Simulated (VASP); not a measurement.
# SrHgN (P-6m2) in VASP: further runs

SrHgN is run at these levels: PBE; tasks: relaxation of cell and atoms, single point.

Program: VASP 6.6.1. These are calculated values, not measurements. Logs are shortened: lines on timing, memory, paths and dates and some standing lists are left out, and cuts for length are marked.

## Step 1: The cell of the first run

The structure is hexagonal, space group P-6m2 (No. 187). The conventional cell has a = 4.390 Å, b = 4.390 Å, c = 4.286 Å, α = 90.00°, β = 90.00°, γ = 120.00°. Sr (site symmetry -6m2) has 6 Hg at 3.32 Å and 6 N at 3.32 Å and 8 Sr at 4.29 to 4.39 Å within 4.4 Å. Hg (site symmetry -6m2) has 3 N at 2.53 Å and 6 Sr at 3.32 Å within 3.4 Å. Within 3.4 Å of N (site symmetry -6m2) lie 3 Hg at 2.53 Å and 6 Sr at 3.32 Å.

The cell was generated, and may not be a known phase.

## Step 2: Relaxation of cell and atoms, PBE

Input file INCAR:

```
  PREC = Accurate
  ENCUT = 600
  EDIFF = 1E-6
  ISMEAR = 0
  SIGMA = 0.1
  LREAL = F
  LASPH = T
  NELM = 60
  ALGO = Normal
  ISIF = 3
  LWAVE = F
  LCHARG = F
  GGA = PE
  IBRION = 2
  NSW = 90
  EDIFFG = -0.04
```

Input file KPOINTS:

```
regular mesh
0
Gamma
  6 6 4
```

Input file POSCAR:

```
SrHgN
1.0
    4.3900257000      0.0000000000      0.0000000000
   -2.1950128500      3.8018737800      0.0000000000
    0.0000000000      0.0000000000      4.2859288500
Sr Hg N
1 1 1
Direct
    0.0000000000      0.0000000000      0.0000000000
    0.3333333300      0.6666666700      0.5000000000
    0.6666666700      0.3333333300      0.5000000000
```

Potentials or basis: VASP PAW PBE potentials, release 64 (Sr_sv, Hg, N).

Started as:

```bash
$ cat potpaw_PBE.64/Sr_sv/POTCAR potpaw_PBE.64/Hg/POTCAR potpaw_PBE.64/N/POTCAR > POTCAR
$ mpirun -np 1 vasp_std > vasp.out
```

OUTCAR:

```text
PREC = Accurate
   ENCUT = 600
   EDIFF = 1E-6
   ISMEAR = 0
   LREAL = F
   LASPH = T
   NELM = 60
   ISIF = 3
   GGA = PE
   IBRION = 2
   NSW = 90
   EDIFFG = -0.04

 ion  position               nearest neighbor table
   1  0.000  0.000  0.000-   2 3.32   3 3.32   2 3.32   3 3.32   3 3.32   3 3.32   2 3.32   2 3.32
                             3 3.32   3 3.32   2 3.32   2 3.32
   2  0.333  0.667  0.500-   3 2.53   3 2.53   3 2.53   1 3.32   1 3.32   1 3.32   1 3.32   1 3.32
                             1 3.32
   3  0.667  0.333  0.500-   2 2.53   2 2.53   2 2.53   1 3.32   1 3.32   1 3.32   1 3.32   1 3.32
                             1 3.32

  LATTYP: Found a hexagonal cell.
 ALAT       =     4.3900257000
 C/A-ratio  =     0.9762878723

  Lattice vectors:

 A1 = (   4.3900257000,   0.0000000000,   0.0000000000)
 A2 = (  -2.1950128500,   3.8018737800,   0.0000000000)
 A3 = (   0.0000000000,   0.0000000000,   4.2859288500)

Analysis of symmetry for initial positions (statically):
=====================================================================
 Subroutine PRICEL returns:
 Original cell was already a primitive cell.

 Routine SETGRP: Setting up the symmetry group for a
 hexagonal supercell.

 Subroutine GETGRP returns: Found 12 space group operations
 (whereof 12 operations were pure point group operations)
 out of a pool of 24 trial point group operations.

The static configuration has the point symmetry D_3h.

Analysis of symmetry for dynamics (positions and initial velocities):
=====================================================================
 Subroutine PRICEL returns:
 Original cell was already a primitive cell.

 Routine SETGRP: Setting up the symmetry group for a
 hexagonal supercell.

 Subroutine GETGRP returns: Found 12 space group operations
 (whereof 12 operations were pure point group operations)
 out of a pool of 24 trial point group operations.

The dynamic configuration has the point symmetry D_3h.

 Subroutine INISYM returns: Found 12 space group operations
 (whereof 12 operations are pure point group operations),
 and found     1 'primitive' translations

----------------------------------------------------------------------------------------

                                     Primitive cell

  volume of cell :      71.5335

  direct lattice vectors                    reciprocal lattice vectors
     4.390025700  0.000000000  0.000000000     0.227789099  0.131514098  0.000000000
    -2.195012850  3.801873780  0.000000000     0.000000000  0.263028196  0.000000000
     0.000000000  0.000000000  4.285928850     0.000000000  0.000000000  0.233321652

  length of vectors
     4.390025700  4.390025700  4.285928850     0.263028196  0.263028196  0.233321652

  position of ions in fractional coordinates (direct lattice)
     0.000000000  0.000000000  0.000000000
     0.333333330  0.666666670  0.500000000
     0.666666670  0.333333330  0.500000000

  ion indices of the primitive-cell ions
   primitive index   ion index
                 1           1
                 2           2
                 3           3

----------------------------------------------------------------------------------------

 KPOINTS: regular mesh

Automatic generation of k-mesh.
 Grid dimensions read from file:
 generate k-points for:    6    6    4

 Generating k-lattice:

  Cartesian coordinates                     Fractional coordinates (reciprocal lattice)
[... 56 lines left out ...]
   EDIFF  = 0.1E-05   stopping-criterion for ELM
   LREAL  =      F    real-space projection
   EDIFFG = -.4E-01   stopping-criterion for IOM
   NSW    =     90    number of steps for IOM
   IBRION =      2    ionic relax: 0-MD 1-quasi-New 2-CG
   NFREE  =      1    steps in history (QN), initial steepest desc. (CG)
   ISIF   =      3    stress and relaxation
   ISYM   =      2    0-nonsym 1-usesym 2-fastsym
   POTIM  = 0.5000    time-step for ionic-motion
   TEBEG  =    0.0;   TEEND  =   0.0 temperature during run
   PSTRESS=    0.0 pullay stress
   NELECT =      27.0000    total number of electrons
   NUPDOWN=      -1.0000    fix difference up-down
   EMIN   =  10.00;   EMAX   =-10.00  energy-range for DOS
   EFERMI =   0.00;   METHOD = LEGACY
   ISMEAR =     0;   SIGMA  =   0.10  broadening in eV -4-tet -1-fermi 0-gaus
   EFERMI_NEDOS =   21; number of points for ismear=-14 and -15
   IALGO  =     38    algorithm
   IMIX   =      4    mixing-type and parameters
     AMIX     =   0.40;   BMIX     =  1.00
     AMIX_MAG =   1.60;   BMIX_MAG =  1.00
  volume/ion in A,a.u.               =      23.84       160.91
  Fermi-wavevector in a.u.,A,eV,Ry     =   1.183113  2.235759 19.044838  1.399756
  Thomas-Fermi vector in A             =   2.319354
   LORBIT       =      0    0 simple, 1 ext, 2 COOP (PROOUT), +10 PAW based schemes
   GGA     = PE    functional components
   LHFCALC =     F    Hartree Fock is set to
   AEXX    =    0.0000 exact exchange contribution
   IVDW    =     0    specifies the selected vdW correction
   LEPSILON=     F    determine dielectric tensor
   LRPA    =     F    only Hartree local field effects (RPA)
 conjugate gradient relaxation of ions
 non-spin polarized calculation
 Gauss-broadening in eV      SIGMA  =   0.10
  energy-cutoff  :      600.00
  volume of cell :       71.53
 maximum number of plane-waves:      2411
 NGX is ok and might be reduce to    36
   NGX = 17   NGY = 17   NGZ = 17

--------------------------------------- Ionic step        1  -------------------------------------------

 number of electron      27.0000000 magnetization

 Free energy of the ion-electron system (eV)
  ---------------------------------------------------
  ext. energy  EPLUGINS =         0.00000000
  ---------------------------------------------------
  free energy    TOTEN  =        -9.11720321 eV

  energy without entropy =       -9.10412392  energy(sigma->0) =       -9.11066356

------------------------ aborting loop because EDIFF is reached ----------------------------------------

  FORCE on cell =-STRESS in cart. coord.  units (eV):
  Direction    XX          YY          ZZ          XY          YZ          ZX
  --------------------------------------------------------------------------------------
  -------------------------------------------------------------------------------------
  Total       -2.3938850     -2.3938850     -1.5706122      0.0000000      0.0000000      0.0000000
  in kB      -53.6172023    -53.6172023    -35.1778929      0.0000000      0.0000000      0.0000000
  external PRESSURE =     -47.4707659 kB  Pullay stress =       0.0000000 kB

 VOLUME and BASIS-vectors are now :
 -----------------------------------------------------------------------------
  energy-cutoff  :      600.00
  volume of cell :       71.53
      direct lattice vectors                 reciprocal lattice vectors
     4.390025700  0.000000000  0.000000000     0.227789099  0.131514098  0.000000000
    -2.195012850  3.801873780  0.000000000     0.000000000  0.263028196  0.000000000
     0.000000000  0.000000000  4.285928850     0.000000000  0.000000000  0.233321652

 POSITION                                       TOTAL-FORCE (eV/Angst)
 -----------------------------------------------------------------------------------
      0.00000      0.00000      0.00000        -0.000000     -0.000000      0.000000
     -0.00000      2.53458      2.14296         0.000000     -0.000000      0.000000
      2.19501      1.26729      2.14296         0.000000      0.000000      0.000000
 -----------------------------------------------------------------------------------
    total drift:                               -0.000006      0.000004      0.000000

  FREE ENERGIE OF THE ION-ELECTRON SYSTEM (eV)
  ---------------------------------------------------
  free  energy   TOTEN  =        -9.1172032110 eV

  energy  without entropy=       -9.1041239167  energy(sigma->0) =       -9.11066356

--------------------------------------- Ionic step        2  -------------------------------------------

 number of electron      27.0000000 magnetization

 Free energy of the ion-electron system (eV)
  ---------------------------------------------------
  ext. energy  EPLUGINS =         0.00000000
  ---------------------------------------------------
  free energy    TOTEN  =        -9.24040660 eV

  energy without entropy =       -9.22886667  energy(sigma->0) =       -9.23463664

 E-fermi :   3.3945     XC(G=0):  -9.9686

 val. band max:        3.3668460167   @ k =   0.5000  -0.0000   0.0000
 cond. band min:       3.4525337509   @ k =   0.1667   0.1667   0.2500
 fundamental gap:      0.0856877343
 Fermi energy:         3.3945471653

 k-point     1 :       0.0000    0.0000    0.0000
  band No.  band energies     occupation
      1     -32.3995      2.00000
      2     -14.4083      2.00000
      3     -14.3521      2.00000
      4     -14.3521      2.00000
      5     -10.1907      2.00000
      6      -4.3358      2.00000
[... 397 lines left out ...]
      4     -14.4676      2.00000
      5      -9.7496      2.00000
      6      -4.0904      2.00000
[... 9 lines left out ...]
     16       5.9282      0.00000
     17       8.3262      0.00000

------------------------ aborting loop because EDIFF is reached ----------------------------------------

  FORCE on cell =-STRESS in cart. coord.  units (eV):
  Direction    XX          YY          ZZ          XY          YZ          ZX
  --------------------------------------------------------------------------------------
  -------------------------------------------------------------------------------------
  Total       -0.0740529     -0.0740529     -0.0346256      0.0000000      0.0000000      0.0000000
  in kB       -1.8405626     -1.8405626     -0.8606090      0.0000000      0.0000000      0.0000000
  external PRESSURE =      -1.5139114 kB  Pullay stress =       0.0000000 kB

 VOLUME and BASIS-vectors are now :
 -----------------------------------------------------------------------------
  energy-cutoff  :      600.00
  volume of cell :       64.46
      direct lattice vectors                 reciprocal lattice vectors
     4.221028199 -0.000000000  0.000000000     0.236909102  0.136779534 -0.000000000
    -2.110514100  3.655517651 -0.000000000     0.000000000  0.273559068 -0.000000000
     0.000000000  0.000000000  4.177679861    -0.000000000 -0.000000000  0.239367312

 POSITION                                       TOTAL-FORCE (eV/Angst)
 -----------------------------------------------------------------------------------
      2.11051      3.65552      0.00000         0.000000      0.000000      0.000000
     -0.00000      2.43701      2.08884         0.000000     -0.000000      0.000000
      2.11051      1.21851      2.08884        -0.000000     -0.000000      0.000000
 -----------------------------------------------------------------------------------
    total drift:                               -0.000006      0.000003      0.000000

  FREE ENERGIE OF THE ION-ELECTRON SYSTEM (eV)
  ---------------------------------------------------
  free  energy   TOTEN  =        -9.2404065993 eV

  energy  without entropy=       -9.2288666716  energy(sigma->0) =       -9.23463664

 reached required accuracy - stopping structural energy minimisation
```

It took 35 s on 1 thread of AMD EPYC 9R45 (Zen 5), shared host; peak memory 0.2 GiB.

What came out:

```yaml
Free_energy: -9.2404 eV
Relaxed_volume: 21.49 Å³/atom
Relaxed_cell: a = 4.221 Å, b = 4.221 Å, c = 4.178 Å, α = 90.00°, β = 90.00°, γ = 120.00°
Space_group_after_relaxing_to_0.1_Å: P-6m2 (No. 187)
Energy_gained_by_relaxing: 41.1 meV/atom
Ionic_steps: 2
Pressure_after_relaxing: -0.2 GPa
Band_gap_on_the_k_mesh: zero (an odd number of electrons rules out a gap without spin polarisation)
```

The path:
| step | energy change (eV) | largest force (eV/Å) | pressure (GPa) | volume (Å³) |
| --- | --- | --- | --- | --- |
| 1 | 0.0000 | 0.0000 | -4.75 | 71.53 |
| 2 | -0.1232 | 0.0000 | -0.15 | 64.46 |

Final structure:
```
CELL_PARAMETERS angstrom
4.22103 0.00000 0.00000
-2.11051 3.65552 0.00000
0.00000 0.00000 4.17768
ATOMIC_POSITIONS crystal
Sr 0.00000 0.00000 0.00000
Hg 0.33333 0.66667 0.50000
N 0.66667 0.33333 0.50000
```

Caveat: the k points lie up to 0.38 Å⁻¹ apart in the final cell, too coarse for converged energies and pressures of a metal; spin-orbit coupling is left out, which moves the levels of the heavy elements.

## Step 3: Single point, PBE

This run uses another cell than the first one, of 21.30 Å³/atom.

Input file INCAR:

```
SYSTEM = SrHgN
ALGO = Normal
EDIFF = 1E-6
ENCUT = 520
GGA = PE
ISIF = 2
ISMEAR = 0
LASPH = .True.
LCHARG = .True.
LELF = .True.
LREAL = .False.
LVHAR = .True.
LWAVE = .False.
NBANDS = 20
NELM = 80
PREC = Accurate
SIGMA = 0.1
```

Input file KPOINTS:

```
k-points
0
Gamma
  12 12 12
  0 0 0
```

Input file POSCAR:

```
SrHgN
1.0
    4.1907441104      0.0000000000      0.0000000000
   -2.0953720552      3.6292908604      0.0000000000
    0.0000000000      0.0000000000      4.2017209876
Sr Hg N
1 1 1
Direct
    0.0000000000      0.0000000000      0.0000000000
    0.3333333333      0.6666666667      0.5000000000
    0.6666666667      0.3333333333      0.5000000000
```

Potentials or basis: VASP PAW PBE potentials, release 64 (Sr_sv, Hg, N).

Started as:

```bash
$ cat potpaw_PBE.64/Sr_sv/POTCAR potpaw_PBE.64/Hg/POTCAR potpaw_PBE.64/N/POTCAR > POTCAR
$ mpirun -np 1 vasp_std > vasp.out
```

It took 68 s on 1 thread of AMD EPYC 9R45 (Zen 5), shared host; peak memory 0.29 GiB.

Results (log left out):

```yaml
Free_energy: -9.2216 eV
Pressure: 0.4 GPa
Band_gap_on_the_k_mesh: zero (an odd number of electrons rules out a gap without spin polarisation)
```

Stress tensor (GPa, compression positive):
```
0.45 0.00 0.00
0.00 0.45 0.00
0.00 0.00 0.22
```

Levels at points of the mesh, in eV from the Fermi level:
```tsv
k point	band 11	band 12	band 13	band 14	band 15	band 16	band 17	band 18
(0.00, 0.00, 0.00)	-3.66	-1.76	-1.26	-1.26	1.48	3.25	3.25	4.99
(0.50, 0.00, 0.00)	-5.96	-2.31	-1.49	0.03	2.19	2.76	3.05	4.95
(0.00, 0.00, 0.50)	-3.91	-2.16	-0.94	-0.94	1.13	3.24	3.24	3.54
(0.50, 0.00, 0.50)	-5.42	-2.71	-1.96	-0.49	0.65	4.68	4.76	5.02
```

Caveat: spin-orbit coupling is left out, which moves the levels of the heavy elements.

[end of part 1 of 2]

The gap in the log of VASP goes by the Fermi energy; the results here count the filled bands.